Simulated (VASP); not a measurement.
# FeCo (Pm-3m) in VASP: notebook

Runs on FeCo. Level: PBE. Tasks: single point.

Program: VASP 6.6.1. These are calculated values, not measurements. Logs are shortened: lines on timing, memory, paths and dates and some standing lists are left out, and cuts for length are marked.

**1. The cell of the first run**

It takes space group Pm-3m (No. 221, cubic). Conventional cell: a = 2.777 Å, b = 2.777 Å, c = 2.777 Å, α = 90.00°, β = 90.00°, γ = 90.00°. Co (site symmetry m-3m) has 8 Fe at 2.41 Å and 6 Co at 2.78 Å within 3.2 Å. Within 3.2 Å of Fe (site symmetry m-3m) lie 8 Co at 2.41 Å and 6 Fe at 2.78 Å.

**2. Single point, PBE, non-collinear spin, typed start**

The input, INCAR:

```
SYSTEM = FeCo
ALGO = Normal
EDIFF = 1E-6
ENCUT = 600
GGA = PE
GGA_COMPAT = .FALSE.
ISIF = 2
ISMEAR = 0
LASPH = .TRUE.
LCHARG = .FALSE.
LMAXMIX = 4
LNONCOLLINEAR = .TRUE.
LORBIT = 11
LREAL = .FALSE.
LWAVE = .FALSE.
MAGMOM = -1.14 -2.027 0.593 2.283 0.762 1.431
NBANDS = 29
NELM = 200
PREC = Accurate
SIGMA = 0.05
```

The input, KPOINTS:

```
k-points
0
G
  2 2 2
  0 0 0
```

The input, POSCAR:

```
FeCo
1.0
    2.7774000000      0.0000000000      0.0000000000
    0.0000000000      2.7774000000      0.0000000000
    0.0000000000      0.0000000000      2.7774000000
Co Fe
1 1
Direct
    0.0000000000      0.0000000000      0.0000000000
    0.5000000000      0.5000000000      0.5000000000
```

Potentials or basis: VASP PAW PBE potentials, release 64 (Co, Fe).

On the command line:

```console
> cat potpaw_PBE.64/Co/POTCAR potpaw_PBE.64/Fe/POTCAR > POTCAR
> mpirun -np 1 vasp_ncl > vasp.out
```

OUTCAR:

```text
SYSTEM = FeCo
   EDIFF = 1E-6
   ENCUT = 600
   GGA = PE
   ISIF = 2
   ISMEAR = 0
   LASPH = .TRUE.
   LNONCOLLINEAR = .TRUE.
   LORBIT = 11
   LREAL = .FALSE.
   NELM = 200
   PREC = Accurate

 ion  position               nearest neighbor table
   1  0.000  0.000  0.000-   2 2.41   2 2.41   2 2.41   2 2.41   2 2.41   2 2.41   2 2.41   2 2.41

   2  0.500  0.500  0.500-   1 2.41   1 2.41   1 2.41   1 2.41   1 2.41   1 2.41   1 2.41   1 2.41

  LATTYP: Found a simple cubic cell.
 ALAT       =     2.7774000000

  Lattice vectors:

 A1 = (   2.7774000000,   0.0000000000,   0.0000000000)
 A2 = (   0.0000000000,   2.7774000000,   0.0000000000)
 A3 = (   0.0000000000,   0.0000000000,   2.7774000000)

Analysis of symmetry for initial positions (statically):
=====================================================================
 Subroutine PRICEL returns:
 Original cell was already a primitive cell.

 Routine SETGRP: Setting up the symmetry group for a
 simple cubic supercell.

 Subroutine GETGRP returns: Found 48 space group operations
 (whereof 48 operations were pure point group operations)
 out of a pool of 48 trial point group operations.

The static configuration has the point symmetry O_h .

Analysis of symmetry for dynamics (positions and initial velocities):
=====================================================================
 Subroutine PRICEL returns:
 Original cell was already a primitive cell.

 Routine SETGRP: Setting up the symmetry group for a
 simple cubic supercell.

 Subroutine GETGRP returns: Found 48 space group operations
 (whereof 48 operations were pure point group operations)
 out of a pool of 48 trial point group operations.

The dynamic configuration has the point symmetry O_h .

Analysis of structural, dynamic, and magnetic symmetry:
=====================================================================
 Subroutine PRICEL returns:
 Original cell was already a primitive cell.

 Routine SETGRP: Setting up the symmetry group for a
 simple cubic supercell.

 Subroutine GETGRP returns: Found  2 space group operations
 (whereof  2 operations were pure point group operations)
 out of a pool of 48 trial point group operations.

The overall configuration has the point symmetry S_2 .

[... 104 lines left out ...]
  Thomas-Fermi vector in A             =   2.625106
   LORBIT       =     11    0 simple, 1 ext, 2 COOP (PROOUT), +10 PAW based schemes
   GGA     = PE    functional components
   LHFCALC =     F    Hartree Fock is set to
   AEXX    =    0.0000 exact exchange contribution
   IVDW    =     0    specifies the selected vdW correction
   LEPSILON=     F    determine dielectric tensor
   LRPA    =     F    only Hartree local field effects (RPA)
 Gauss-broadening in eV      SIGMA  =   0.05
  energy-cutoff  :      600.00
  volume of cell :       21.42
 maximum number of plane-waves:      1478
 NGX is ok and might be reduce to    24
   NGX = 11   NGY = 11   NGZ = 11

 number of electron      17.0000003 magnetization       1.9463105     -1.9107620      3.2596081

 Free energy of the ion-electron system (eV)
  ---------------------------------------------------
  ext. energy  EPLUGINS =         0.00000000
  ---------------------------------------------------
  free energy    TOTEN  =       -13.23544239 eV

  energy without entropy =      -13.23057070  energy(sigma->0) =      -13.23300655

 E-fermi :   8.6247     XC(G=0): -13.4646

 val. band max:        8.4652360206   @ k =   0.0000   0.0000   0.0000
 cond. band min:       8.6400717763   @ k =   0.5000   0.0000   0.0000
 fundamental gap:      0.1748357557
 Fermi energy:         8.6247466711

 k-point     1 :       0.0000    0.0000    0.0000
  band No.  band energies     occupation
      1      -0.8716      1.00000
      2       0.1176      1.00000
      3       3.0395      1.00000
      4       3.0396      1.00000
      5       5.0930      1.00000
      6       5.0931      1.00000
[... 245 lines left out ...]
     28      18.0229      0.00000
     29      18.0230      0.00000

------------------------ aborting loop because EDIFF is reached ----------------------------------------

  FORCE on cell =-STRESS in cart. coord.  units (eV):
  Direction    XX          YY          ZZ          XY          YZ          ZX
  --------------------------------------------------------------------------------------
  -------------------------------------------------------------------------------------
  Total        2.7276069      2.7269318      2.7272174     -0.0000076      0.0000009      0.0000071
  in kB      203.9750630    203.9245780    203.9459301     -0.0005651      0.0000651      0.0005275
  external PRESSURE =     203.9485237 kB  Pullay stress =       0.0000000 kB

 VOLUME and BASIS-vectors are now :
 -----------------------------------------------------------------------------
  energy-cutoff  :      600.00
  volume of cell :       21.42
      direct lattice vectors                 reciprocal lattice vectors
     2.777400000  0.000000000  0.000000000     0.360048967  0.000000000  0.000000000
     0.000000000  2.777400000  0.000000000     0.000000000  0.360048967  0.000000000
     0.000000000  0.000000000  2.777400000     0.000000000  0.000000000  0.360048967

 POSITION                                       TOTAL-FORCE (eV/Angst)
 -----------------------------------------------------------------------------------
      0.00000      0.00000      0.00000         0.000000      0.000000      0.000000
      1.38870      1.38870      1.38870         0.000000      0.000000      0.000000
 -----------------------------------------------------------------------------------
    total drift:                                0.000000     -0.000000     -0.000000

  FREE ENERGIE OF THE ION-ELECTRON SYSTEM (eV)
  ---------------------------------------------------
  free  energy   TOTEN  =       -13.2354423935 eV

  energy  without entropy=      -13.2305707031  energy(sigma->0) =      -13.23300655

 total charge

# of ion       s       p       d       tot
------------------------------------------
    1        0.510   0.611   7.233   8.353
    2        0.469   0.626   6.232   7.328
--------------------------------------------------
tot          0.979   1.237  13.465  15.681

 magnetization (x)

# of ion       s       p       d       tot
------------------------------------------
    1        0.017   0.119   0.669   0.805
    2        0.001   0.137   0.884   1.022
--------------------------------------------------
tot          0.019   0.256   1.553   1.827

 magnetization (y)

# of ion       s       p       d       tot
------------------------------------------
    1       -0.017  -0.117  -0.657  -0.791
    2       -0.001  -0.135  -0.867  -1.003
--------------------------------------------------
tot         -0.018  -0.251  -1.524  -1.794

 magnetization (z)

# of ion       s       p       d       tot
------------------------------------------
    1        0.029   0.199   1.121   1.349
    2        0.002   0.230   1.479   1.711
--------------------------------------------------
tot          0.031   0.429   2.600   3.060
```

stdout:

```text
POSCAR found type information on POSCAR CoFe
 POSCAR found :  2 types and       2 ions
 scaLAPACK will be used
 LDA part: xc-table for (Slater+PW92), standard interpolation
 POSCAR, INCAR and KPOINTS ok, starting setup
 FFT: planning ... GRIDC
 FFT: planning ... GRID_SOFT
 FFT: planning ... GRID
 WAVECAR not read
 entering main loop
```

Run time: 65 s. Hardware: 1 thread of AMD EPYC 7R13, shared host; peak memory 0.17 GiB.

What came out:

```
Free energy                                           : -13.2354 eV
Pressure                                              : 20.4 GPa
Band gap on the k mesh                                : zero (band 17 reaches 9.47 eV, above the bottom of band 18 at 8.09 eV)
Net moment                                            : 4.25 μB per cell
Valence electrons inside the program's atomic spheres : Co 8.35; Fe 7.33
```

Levels at points of the mesh, in eV from the Fermi level:
| k point | band 14 | band 15 | band 16 | band 17 | band 18 | band 19 |
| --- | --- | --- | --- | --- | --- | --- |
| (0.00, 0.00, 0.00) | -1.40 | -0.16 | -0.16 | -0.16 | 0.94 | 0.94 |
| (0.50, 0.00, 0.00) | -1.29 | -1.29 | -1.17 | -0.68 | -0.54 | -0.48 |
| (0.00, 0.50, 0.00) | -1.29 | -1.29 | -1.17 | -0.68 | -0.54 | -0.48 |
| (0.00, 0.00, 0.50) | -1.29 | -1.29 | -1.17 | -0.68 | -0.54 | -0.48 |
| (0.50, 0.50, 0.00) | -0.26 | 0.11 | 0.11 | 0.63 | 0.76 | 0.76 |
| (0.00, 0.50, 0.50) | -0.26 | 0.11 | 0.11 | 0.63 | 0.76 | 0.76 |
| (0.50, 0.00, 0.50) | -0.26 | 0.11 | 0.11 | 0.63 | 0.76 | 0.76 |
| (0.50, 0.50, 0.50) | -1.75 | -1.04 | -1.04 | 0.85 | 0.85 | 1.58 |

Moments on the atoms (μB; x, y, z):
```
Co   0.81 -0.79  1.35
Fe   1.02 -1.00  1.71
```

Caveat: the k points lie up to 1.13 Å⁻¹ apart.

**3. Single point, PBE, non-collinear spin, typed start**

The input, INCAR:

```
SYSTEM = FeCo
PREC = Accurate
ENCUT = 600
EDIFF = 1E-6
ISMEAR = 0
SIGMA = 0.05
LREAL = .False.
LASPH = .True.
NELM = 200
ALGO = Normal
ISIF = 2
LWAVE = .False.
LCHARG = .True.
LNONCOLLINEAR = .True.
MAGMOM = 0 0 2.4 0 0 2.8
LORBIT = 11
LMAXMIX = 4
GGA = PE
LVHAR = .True.
NBANDS = 29
GGA_COMPAT = .False.
```

The input, KPOINTS:

```
Automatic mesh
0
Gamma
  2 2 2
  0 0 0
```

POSCAR is that of step 2.

Potentials or basis: VASP PAW PBE potentials, release 64 (Co, Fe).

On the command line:

```console
> cat potpaw_PBE.64/Co/POTCAR potpaw_PBE.64/Fe/POTCAR > POTCAR
> mpirun -np 1 vasp_ncl > vasp.out
```

It took 42 s on 1 thread of AMD EPYC 7R13, shared host; peak memory 0.16 GiB.

Results (log left out):

* Free energy: -13.2354 eV
* Pressure: 20.4 GPa
* Band gap on the k mesh: zero (band 17 reaches 9.47 eV, above the bottom of band 18 at 8.09 eV)
* Net moment: 4.25 μB per cell
* Valence electrons inside the program's atomic spheres: Co 8.35; Fe 7.33

Levels at points of the mesh, in eV from the Fermi level:
| k point | band 12 | band 13 | band 14 | band 15 | band 16 | band 17 | band 18 | band 19 | band 20 | band 21 |
| --- | --- | --- | --- | --- | --- | --- | --- | --- | --- | --- |
| (0.00, 0.00, 0.00) | -1.40 | -1.40 | -1.40 | -0.16 | -0.16 | -0.16 | 0.94 | 0.94 | 1.41 | 1.41 |
| (0.50, 0.00, 0.00) | -1.54 | -1.30 | -1.29 | -1.29 | -1.17 | -0.68 | -0.54 | -0.48 | -0.48 | 0.02 |
| (0.00, 0.00, 0.50) | -1.54 | -1.30 | -1.29 | -1.29 | -1.17 | -0.68 | -0.54 | -0.48 | -0.48 | 0.02 |
| (0.50, 0.50, 0.00) | -1.08 | -0.26 | -0.26 | 0.11 | 0.11 | 0.62 | 0.76 | 0.76 | 0.79 | 0.81 |
| (0.00, 0.50, 0.50) | -1.08 | -0.26 | -0.26 | 0.11 | 0.11 | 0.62 | 0.76 | 0.76 | 0.79 | 0.81 |
| (0.50, 0.50, 0.50) | -2.31 | -1.75 | -1.75 | -1.04 | -1.04 | 0.85 | 0.85 | 1.58 | 1.58 | 8.24 |

Moments on the atoms (μB; x, y, z):
```
Co  0.00 0.00 1.76
Fe  0.00 0.00 2.23
```

Caveat: the k points lie up to 1.13 Å⁻¹ apart.
